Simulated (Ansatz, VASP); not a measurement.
## BiAu in VASP and in Ansatz

Contents of POSCAR:

```
BiAu
1.0
    0.0000000000      2.9010198602      2.9010198602
    2.9010198602      0.0000000000      2.9010198602
    2.9010198602      2.9010198602      0.0000000000
Au Bi
1 1
Direct
    0.5000000000      0.5000000000      0.5000000000
    0.0000000000      0.0000000000      0.0000000000
```

The input INCAR.step1:

```
  ALGO = Normal
  EDIFF = 1E-4
  ENCUT = 520
  GGA = PE
  ISMEAR = 0
  LASPH = T
  LCHARG = F
  LREAL = F
  LWAVE = T
  NBANDS = 20
  NELM = 100
  PREC = Accurate
  SIGMA = 0.05
```

The input INCAR.step2:

```
  ALGO = Normal
  EDIFF = 1E-6
  ENCUT = 520
  ISIF = 2
  ISMEAR = 0
  ISTART = 1
  LASPH = T
  LCHARG = F
  LMIXTAU = T
  LREAL = F
  LWAVE = F
  METAGGA = R2SCAN
  NBANDS = 20
  NELM = 100
  PREC = Accurate
  SIGMA = 0.05
```

The input KPOINTS:

```
k-points
0
Gamma
  10 10 10
```

Input for Ansatz:

```yaml
crystal:
  lattice:
    - [0.0, 2.9010198602, 2.9010198602]
    - [2.9010198602, 0.0, 2.9010198602]
    - [2.9010198602, 2.9010198602, 0.0]
  atoms:
    - { symbol: Au, position: [0.5, 0.5, 0.5] }
    - { symbol: Bi, position: [0.0, 0.0, 0.0] }
basis:
  ecutwfc: 500
  ecutrho_ratio: 4
kpoints:
  mp_grid: { grid: [10, 10, 10] }
hamiltonian:
  xc: r2scan
scf:
  occupations: { method: gaussian, width: 0.05 }
output:
  forces: true
  stress: true
  eigenvalues: true
```

Alike in both runs: task single point; functional r2SCAN; k mesh 10 × 10 × 10; occupations gaussian, width 0.05 eV; no spin polarisation.

```csv
,VASP,Ansatz
version,VASP 6.6.1,Ansatz 0.2.0
potentials or method,"VASP PAW PBE potentials, release 64 (Au, Bi_d), cutoff 520 eV","scalar-relativistic, plane waves, PAW"
valence electrons in the cell,26,34
```

|  | VASP | Ansatz | Ansatz less VASP |
| --- | --- | --- | --- |
| gap on the k mesh at the Fermi level (eV) | none | none | - |
| pressure (GPa) | 3.7 | 3.7 | -0.05 |

VASP's potentials were made for PBE, not for r2SCAN. A gap of «none» marks a metal or a gap that the smearing closes. VASP's potentials hold 26 valence electrons a cell and Ansatz's 34, so a difference there can come from the potentials and not from the codes.

Neither program's run includes spin-orbit coupling.
